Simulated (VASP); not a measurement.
Write the native input for VASP 6.6.1 that does the following.

```yaml
Task: single point
Functional: r2SCAN
Potentials_or_basis: VASP PAW PBE potentials, release 64 (Pt, Se)
Cutoff: 520 eV
k_mesh: 12 × 12 × 6
Occupations: gaussian, width 0.02 eV
Spin: no spin polarisation
Dipole_correction: no
Further_INCAR_settings: ALGO = Normal; EDIFF = 1e-06; NBANDS = 18
```

Crystal: PtSe2.

```
Pt Se
1.0
     3.79183    0.00000    0.00000
    -1.89592    3.28382    0.00000
     0.00000    0.00000    5.75199
Pt Se
1 2
Direct
  0.00000 0.00000 0.00000
  0.66667 0.33333 0.77278
  0.33333 0.66667 0.22722
```

This cell differs from its parent crystal: biaxial strain in the a-b plane: +2.0 %.

One way to write it, as run:

POSCAR

```
PtSe2
1.0
    3.7918319262      0.0000000000      0.0000000000
   -1.8959159631      3.2838227750      0.0000000000
    0.0000000000      0.0000000000      5.7519908104
Pt Se
1 2
Direct
    0.0000000000      0.0000000000      0.0000000000
    0.6666666667      0.3333333333      0.7727820324
    0.3333333333      0.6666666667      0.2272179676
```

INCAR.step1

```
SYSTEM = PtSe2
PREC = Accurate
ENCUT = 520
ISMEAR = 0
SIGMA = 0.02
LREAL = .False.
LASPH = .True.
NELM = 80
NBANDS = 18
GGA = PE
ALGO = Normal
EDIFF = 1E-4
LWAVE = .True.
LCHARG = .False.
```

INCAR.step2

```
SYSTEM = PtSe2
PREC = Accurate
ENCUT = 520
EDIFF = 1E-6
ISMEAR = 0
SIGMA = 0.02
LREAL = .False.
LASPH = .True.
NELM = 80
ALGO = Normal
ISIF = 2
LWAVE = .False.
LCHARG = .False.
METAGGA = R2SCAN
LMIXTAU = .True.
NBANDS = 18
ISTART = 1
```

KPOINTS

```
Automatic mesh
0
Gamma
  12 12 6
  0 0 0
```

Potentials or basis: VASP PAW PBE potentials, release 64 (Pt, Se).

Run with:

```sh
$ cat potpaw_PBE.64/Pt/POTCAR potpaw_PBE.64/Se/POTCAR > POTCAR
$ cp INCAR.step1 INCAR
$ mpirun -np 1 vasp_std > vasp.out
$ cp INCAR.step2 INCAR
$ mpirun -np 1 vasp_std > vasp.out
```

It gave:

* Pressure: -4.1 GPa
* Largest force: 0.367 eV/Å
* Band gap on the k mesh: 0.40 eV (least direct gap 0.83 eV)

Caveat: the cell differs from its parent crystal (biaxial strain in the a-b plane: +2.0 %); the cell stands under tension; the PAW data sets were made with another functional, which shifts forces and pressure a little; spin-orbit coupling is left out, which moves the levels of the heavy elements.

Run time: 3.2 min on 1 thread of Intel(R) Xeon(R) 6975P-C (Granite Rapids), with other jobs on the host, peak memory 0.29 GiB.
